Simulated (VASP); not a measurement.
# AlGa3N4 (R3m) in VASP: notebook, part 2 of 2

VASP 6.6.1. Earlier steps stand in the parts before.

### Step 4. Single point, LDA (9.98 Å³/atom)

This run uses another cell than the first one, of 9.98 Å³/atom.

INCAR reads:

```
SYSTEM = AlGa3N4
PREC = Accurate ; ENCUT = 520
EDIFF = 1E-7 ; ISMEAR = 0
SIGMA = 0.05 ; LREAL = .FALSE.
LASPH = .TRUE. ; NELM = 60
ALGO = Normal ; ISIF = 2
LWAVE = .FALSE. ; LCHARG = .TRUE.
GGA = CA ; LELF = .TRUE.
LVHAR = .TRUE. ; NBANDS = 41
```

KPOINTS reads:

```
regular mesh
0
G
  6 6 6
  0 0 0
```

POSCAR reads:

```
AlGa3N4
1.0
    4.3094244656      0.1326812107      0.1326812107
    0.1326812107      4.3094244656      0.1326812107
    0.1326812107      0.1326812107      4.3094244656
Al Ga N
1 3 4
Direct
    0.0000000000      0.0000000000      0.0000000000
    0.5000000000      0.5000000000      0.0000000000
    0.5000000000      0.0000000000      0.5000000000
    0.0000000000      0.5000000000      0.5000000000
    0.7548078379      0.7548078379      0.2451921621
    0.7548078379      0.2451921621      0.7548078379
    0.2451921621      0.7548078379      0.7548078379
    0.2451921621      0.2451921621      0.2451921621
```

Potentials or basis: VASP PAW LDA potentials, release 64 (Al, Ga_d, N).

Launch:

```sh
> cat potpaw_LDA.64/Al/POTCAR potpaw_LDA.64/Ga_d/POTCAR potpaw_LDA.64/N/POTCAR > POTCAR
> mpirun -np 1 vasp_std > vasp.out
```

OUTCAR:

```text
SYSTEM = AlGa3N4
   PREC = Accurate
   ENCUT = 520
   EDIFF = 1E-7
   ISMEAR = 0
   LREAL = .FALSE.
   LASPH = .TRUE.
   NELM = 60
   ISIF = 2
   GGA = CA

 ion  position               nearest neighbor table
   1  0.000  0.000  0.000-   5 1.79   6 1.79   7 1.79   8 1.94   3 2.95   4 2.95   2 2.95   4 2.95
                             2 2.95   3 2.95
   2  0.500  0.500  0.000-   6 1.84   7 1.84   8 1.84   5 1.99   1 2.95   1 2.95
   3  0.500  0.000  0.500-   5 1.84   7 1.84   8 1.84   6 1.99   1 2.95   1 2.95
   4  0.000  0.500  0.500-   5 1.84   6 1.84   8 1.84   7 1.99   1 2.95   1 2.95
   5  0.755  0.755  0.245-   1 1.79   3 1.84   4 1.84   2 1.99
   6  0.755  0.245  0.755-   1 1.79   2 1.84   4 1.84   3 1.99
   7  0.245  0.755  0.755-   1 1.79   2 1.84   3 1.84   4 1.99
   8  0.245  0.245  0.245-   3 1.84   4 1.84   2 1.84   1 1.94

  LATTYP: Found a trigonal (rhomboedric) cell.
 ALAT       =     4.3135076019
 COS(alpha) =     0.0624068530

  Lattice vectors:

 A1 = (   4.3094244656,   0.1326812107,   0.1326812107)
 A2 = (   0.1326812107,   4.3094244656,   0.1326812107)
 A3 = (   0.1326812107,   0.1326812107,   4.3094244656)

Analysis of symmetry for initial positions (statically):
[... 185 lines left out ...]
 E-fermi :   6.8954     XC(G=0): -12.5146

 val. band max:        6.6106495113   @ k =   0.0000   0.0000   0.0000
 cond. band min:       9.2945979139   @ k =   0.0000   0.0000   0.0000
 fundamental gap:      2.6839484026
 Fermi energy:         6.8953706555

 k-point     1 :       0.0000    0.0000    0.0000
  band No.  band energies     occupation
      1     -10.1035      2.00000
      2      -8.5514      2.00000
      3      -8.4034      2.00000
      4      -8.4034      2.00000
      5      -6.9762      2.00000
      6      -6.9243      2.00000
[... 1045 lines left out ...]
     40      17.0986      0.00000
     41      17.4127      0.00000

 [... further k-points ...]
[... 5 lines left out ...]
  --------------------------------------------------------------------------------------
  -------------------------------------------------------------------------------------
  Total       12.2145852     12.2145852     12.2145852     -7.7028799     -7.7028799     -7.7028799
  in kB      245.2126533    245.2126533    245.2126533   -154.6383759   -154.6383759   -154.6383759
  external PRESSURE =     245.2126533 kB  Pullay stress =       0.0000000 kB

 VOLUME and BASIS-vectors are now :
 -----------------------------------------------------------------------------
  energy-cutoff  :      520.00
  volume of cell :       79.81
      direct lattice vectors                 reciprocal lattice vectors
     4.309424466  0.132681211  0.132681211     0.232477132 -0.006943857 -0.006943857
     0.132681211  4.309424466  0.132681211    -0.006943857  0.232477132 -0.006943857
     0.132681211  0.132681211  4.309424466    -0.006943857 -0.006943857  0.232477132

 POSITION                                       TOTAL-FORCE (eV/Angst)
 -----------------------------------------------------------------------------------
      0.00000      0.00000      0.00000         0.658348      0.658348      0.658348
      2.22105      2.22105      0.13268         0.687221      0.687221      0.680195
      2.22105      0.13268      2.22105         0.687221      0.680195      0.687221
      0.13268      2.22105      2.22105         0.680195      0.687221      0.687221
      3.38547      3.38547      1.25693        -0.623646     -0.623646     -0.679549
      3.38547      1.25693      3.38547        -0.623646     -0.679549     -0.623646
      1.25693      3.38547      3.38547        -0.679549     -0.623646     -0.623646
      1.12170      1.12170      1.12170        -0.786144     -0.786144     -0.786144
 -----------------------------------------------------------------------------------
    total drift:                               -0.000001     -0.000001      0.000001

  FREE ENERGIE OF THE ION-ELECTRON SYSTEM (eV)
  ---------------------------------------------------
  free  energy   TOTEN  =       -57.0117133167 eV

  energy  without entropy=      -57.0117133167  energy(sigma->0) =      -57.01171332
```

OSZICAR:

```text
N       E                     dE             d eps       ncg     rms          rms(c)
DAV:   1     0.628287332152E+03    0.62829E+03   -0.28082E+04  3064   0.265E+03
DAV:   2     0.453038094874E+02   -0.58298E+03   -0.54225E+03  2832   0.640E+02
DAV:   3    -0.603948100691E+02   -0.10570E+03   -0.10281E+03  2999   0.195E+02
DAV:   4    -0.668537485226E+02   -0.64589E+01   -0.64075E+01  3452   0.520E+01
DAV:   5    -0.670390164970E+02   -0.18527E+00   -0.18501E+00  3230   0.844E+00    0.168E+01
DAV:   6    -0.569607535016E+02    0.10078E+02   -0.26973E+01  4958   0.682E+01    0.487E+00
DAV:   7    -0.571504142605E+02   -0.18966E+00   -0.50320E+00  3176   0.113E+01    0.403E+00
DAV:   8    -0.570549748141E+02    0.95439E-01   -0.66760E-01  4136   0.923E+00    0.116E+00
DAV:   9    -0.570105408114E+02    0.44434E-01   -0.19515E-01  4352   0.624E+00    0.352E-01
DAV:  10    -0.570116956154E+02   -0.11548E-02   -0.16871E-02  3112   0.837E-01    0.119E-01
DAV:  11    -0.570117296853E+02   -0.34070E-04   -0.16651E-03  4016   0.657E-01    0.389E-02
DAV:  12    -0.570117099622E+02    0.19723E-04   -0.34438E-04  4264   0.298E-01    0.168E-02
DAV:  13    -0.570117133275E+02   -0.33653E-05   -0.44827E-05  3352   0.479E-02    0.752E-03
DAV:  14    -0.570117132983E+02    0.29184E-07   -0.34250E-06  3488   0.335E-02    0.170E-03
DAV:  15    -0.570117133167E+02   -0.18385E-07   -0.71881E-07  3504   0.858E-03
   1 F= -.57011713E+02 E0= -.57011713E+02  d E =-.215944E-17
```

It took 64 s on 1 thread of AMD EPYC 9R45 (Zen 5), shared host; peak memory 0.17 GiB.

What came out:

```yaml
Free_energy: -57.0117 eV
Pressure: 24.5 GPa
Largest_force: 1.362 eV/Å
Band_gap_on_the_k_mesh: 2.68 eV
```

Forces on the atoms (eV/Å):
```
Al   0.658  0.658  0.658
Ga   0.687  0.687  0.680
Ga   0.687  0.680  0.687
Ga   0.680  0.687  0.687
N   -0.624 -0.624 -0.680
N   -0.624 -0.680 -0.624
N   -0.680 -0.624 -0.624
N   -0.786 -0.786 -0.786
```

Caveat: the cell stands under pressure; forces of over 1 eV/Å act on the atoms, so gaps and moduli don't describe the material at rest.

### Step 5. Summary

```csv
cell,gap on the mesh (eV),pressure (GPa),largest force (eV/Å)
"a = 4.259 Å, angles 95.0°, 8 atoms",2.72,43.8,4.26
"a = 4.336 Å, angles 96.5°, 8 atoms",2.23,34.9,5.60
"a = 4.314 Å, angles 86.4°, 8 atoms",2.68,24.5,1.36
```

Alike in all rows: task single point; level LDA; potentials or basis VASP PAW LDA potentials, release 64 (Al, Ga_d, N); no spin polarisation; k mesh 6 × 6 × 6; cutoff (eV) 520; smearing gaussian 0.05 eV.

Caveats: the cell stands under pressure; forces of over 1 eV/Å act on the atoms, so gaps and moduli don't describe the material at rest.

Total energies depend on the potentials used, so only differences within one code and one set of settings carry meaning.
